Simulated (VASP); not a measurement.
Write the native input for VASP 6.6.1 that does the following.

| Quantity | Value |
| --- | --- |
| Task | relaxation of cell and atoms |
| Functional | LDA |
| Potentials or basis | VASP PAW LDA potentials, release 64 (C, O) |
| Cutoff | 600 eV |
| k mesh | 8 × 8 × 8 |
| Occupations | fermi-dirac, width 0.02 eV |
| Spin | no spin polarisation |
| Dipole correction | no |
| Further INCAR settings | ALGO = Normal; EDIFF = 1e-06; IBRION = 2; EDIFFG = -0.005; NSW = 80; ISIF = 3 |

The structure of CO2 lies in POSCAR:

```
CO2
1.0
   -1.9747270000      1.9747270000      3.0140580000
    1.9747270000     -1.9747270000      3.0140580000
    1.9747270000      1.9747270000     -3.0140580000
C O
2 4
Direct
    0.7500000000      0.2500000000      0.5000000000
    0.0000000000      0.0000000000      0.0000000000
    0.7097980000      0.1250000000      0.0847980000
    0.0402020000      0.6250000000      0.9152020000
    0.3750000000      0.2902020000      0.4152020000
    0.8750000000      0.9597980000      0.5847980000
```

The input as run:

INCAR

```
PREC = Accurate
ENCUT = 600
EDIFF = 1E-6
ISMEAR = -1
SIGMA = 0.02
LREAL = F
LASPH = T
NELM = 60
ALGO = Normal
ISIF = 3
LWAVE = F
LCHARG = F
IBRION = 2
NSW = 80
EDIFFG = -0.005
```

KPOINTS

```
Automatic mesh
0
Gamma
  8 8 8
```

Potentials or basis: VASP PAW LDA potentials, release 64 (C, O).

Command:

```sh
$ cat potpaw_LDA.64/C/POTCAR potpaw_LDA.64/O/POTCAR > POTCAR
$ mpirun -np 1 vasp_std > vasp.out
```

It gave:

```
Relaxed volume                        : 7.37 Å³/atom
Relaxed cell                          : a = 4.026 Å, b = 4.026 Å, c = 4.026 Å, α = 122.53°, β = 122.53°, γ = 85.68°
Space group after relaxing (to 0.1 Å) : I-42d (No. 122)
Energy gained by relaxing             : 16.1 meV/atom
Ionic steps                           : 11
Pressure after relaxing               : 0.0 GPa
Band gap on the k mesh                : 7.49 eV (least direct gap 7.96 eV)
```

Wall time 7.2 min on 1 thread of Oxide Virtual Turin-like Processor, on a shared host, peak memory 0.17 GiB.
